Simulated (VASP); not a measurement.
Crystal: Rb2PdO2.

```
Rb O Pd
1.0
     0.00000    4.27627    0.00000
     4.27627    0.00000    0.00000
     2.13814    2.13814   -6.74698
Rb O Pd
2 2 1
Cartesian
  2.1381 2.1381 -2.0902
  4.2763 4.2763 -4.6568
  2.1381 2.1381 -5.0292
  4.2763 4.2763 -1.7178
  0.0000 0.0000 0.0000
```

```yaml
Program: VASP 6.6.1
Task: relaxation of cell and atoms
Functional: PBE
Potentials_or_basis: VASP PAW PBE potentials, release 64 (Rb_sv, O, Pd)
Cutoff: 600 eV
k_mesh: 8 × 8 × 8
Occupations: fermi-dirac, width 0.1 eV
Spin: no spin polarisation
```

At the start: pressure 7.3 GPa; volume 24.68 Å³/atom.

How do energy, volume and symmetry change on relaxing?

Over 14 steps the energy falls by 139.4 meV/atom and the volume is 24.66 Å³/atom (-0.1 %); space group I4/mmm (No. 139, to 0.1 Å) before and after.

Step by step:
```
step  energy change (eV)  largest force (eV/Å)  pressure (GPa)  volume (Å³)
   1              0.0000                5.2417            7.26       123.38
   2              1.1757                2.6391           -6.29       143.27
   3             -0.6380                0.6636           -2.09       129.48
   4             -0.6680                0.2207           -1.32       128.58
   5             -0.6750                0.1685           -0.65       127.89
   6             -0.6749                0.1370           -0.73       127.98
   7             -0.6842                0.1172           -0.49       126.33
   8             -0.6932                0.0724            0.11       122.77
   9             -0.6932                0.0693            0.16       122.53
  10             -0.6939                0.0710           -0.06       122.76
  11             -0.6939                0.0595           -0.04       122.73
  12             -0.6944                0.0533           -0.03       122.79
  13             -0.6957                0.0339            0.00       122.97
  14             -0.6968                0.0072            0.06       123.31
```

Final structure:
```yaml
crystal:
  lattice:
    - [0.00000, 4.23802, 0.00000]
    - [4.23802, 0.00000, 0.00000]
    - [2.11901, 2.11901, -6.86576]
  atoms:
    - { symbol: Rb, position: [0.34925, 0.34925, 0.30150] }
    - { symbol: Rb, position: [0.65075, 0.65075, 0.69850] }
    - { symbol: O, position: [0.13612, 0.13612, 0.72777] }
    - { symbol: O, position: [0.86388, 0.86388, 0.27223] }
    - { symbol: Pd, position: [0.00000, 0.00000, 0.00000] }
```
